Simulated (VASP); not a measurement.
A run of VASP 6.6.1:

Contents of INCAR:

```
SYSTEM = Mn3Cu
PREC = Accurate
ENCUT = 600
EDIFF = 1E-6
ISMEAR = 0
SIGMA = 0.1
LREAL = .False.
LASPH = .True.
NELM = 80
ALGO = Fast
ISIF = 3
LWAVE = .False.
LCHARG = .False.
GGA = PE
IBRION = 2
NSW = 80
EDIFFG = -0.01
```

KPOINTS

```
Automatic mesh
0
Gamma
  12 12 12
  0 0 0
```

The input POSCAR:

```
Mn3Cu
1.0
    0.0000000000      2.9196133284      2.9196133284
    2.9196133284      0.0000000000      2.9196133284
    2.9196133284      2.9196133284      0.0000000000
Mn Cu
3 1
Direct
    0.2500000000      0.2500000000      0.2500000000
    0.7500000000      0.7500000000      0.7500000000
    0.5000000000      0.5000000000      0.5000000000
    0.0000000000      0.0000000000      0.0000000000
```

Potentials or basis: VASP PAW PBE potentials, release 64 (Mn_pv, Cu).

Launch:

```bash
$ cat potpaw_PBE.64/Mn_pv/POTCAR potpaw_PBE.64/Cu/POTCAR > POTCAR
$ mpirun -np 1 vasp_std > vasp.out
```

Hardware: 1 thread of AMD EPYC 9R45 96-Core Processor (Zen 5) (shared host).

Problem. How long does it take, and how much memory?

Solution. It took 12 min on 1 thread of AMD EPYC 9R45 96-Core Processor (Zen 5), on a shared host, peak memory 0.26 GiB. Counts: scf iterations 79, k points 72, ion steps 4.
